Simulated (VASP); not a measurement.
Runs of VASP 6.6.1 on Ru. The structure is that of space group P6_3/mmc (No. 194), or close to it. The cells are those of the table. 

```tsv
task	potentials or basis	cell	cutoff (eV)	gap on the mesh (eV)	pressure (GPa)
single point	VASP PAW LDA potentials, release 64 (Ru_sv)	a = 2.388, b = 2.388, c = 3.816 Å, angles 90.0, 90.0, 120.0°, 2 atoms	560	none	258.1
relaxation of shape and atoms at fixed volume	VASP PAW LDA potentials, release 64 (Ru_pv)	relaxed from a = 2.562, b = 2.562, c = 4.050 Å, angles 90.0, 90.0, 120.0°, 2 atoms	600	none	65.3
relaxation of cell and atoms	VASP PAW LDA potentials, release 64 (Ru_pv)	relaxed from a = 2.684, b = 2.684, c = 4.349 Å, angles 90.0, 90.0, 120.0°, 2 atoms	600	none	0.0
relaxation of shape and atoms at fixed volume	VASP PAW LDA potentials, release 64 (Ru_pv)	relaxed from a = 2.619, b = 2.619, c = 4.140 Å, angles 90.0, 90.0, 120.0°, 2 atoms	600	none	27.6
single point	VASP PAW LDA potentials, release 64 (Ru_sv)	a = 2.476, b = 2.476, c = 3.944 Å, angles 90.0, 90.0, 120.0°, 2 atoms	560	none	(a)
```

Alike in all rows: level LDA; no spin polarisation; k mesh 18 × 18 × 10; smearing fermi-dirac 0.05 eV.

**Question.** Estimate the missing entries.

**Answer.** (a) 138.8.

Caveats: the cell stands under pressure (at least some runs).

A k mesh can miss the band edges, and the runs leave out spin-orbit coupling on Ru.

A gap of «none» marks levels without a gap at the run's occupations.

The runs don't all hold the same shells in valence.
